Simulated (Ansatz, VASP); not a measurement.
## C in VASP and in Ansatz

```
CELL_PARAMETERS angstrom
0.00000 1.78012 1.78012
1.78012 0.00000 1.78012
1.78012 1.78012 0.00000
ATOMIC_POSITIONS crystal
C 0.00000 0.00000 0.00000
C 0.25000 0.25000 0.25000
```

Alike in both runs: task single point; functional PBE; k mesh 12 × 12 × 12; no spin polarisation.

|  | VASP | Ansatz |
| --- | --- | --- |
| version | VASP 6.6.1 | Ansatz 0.2.0 |
| potentials or method | VASP PAW PBE potentials, release 64 (C) | plane waves, PAW |
| plane-wave cutoff (eV) | 520 | 420 |
| occupations | gaussian, width 0.01 eV | fixed |
| valence electrons in the cell | 8 | 8 |

|  | VASP | Ansatz | Ansatz less VASP |
| --- | --- | --- | --- |
| gap on the k mesh at the Fermi level (eV) | 4.17 | 4.17 | +0.007 |
| pressure (GPa) | 4.9 | 4.2 | -0.70 |
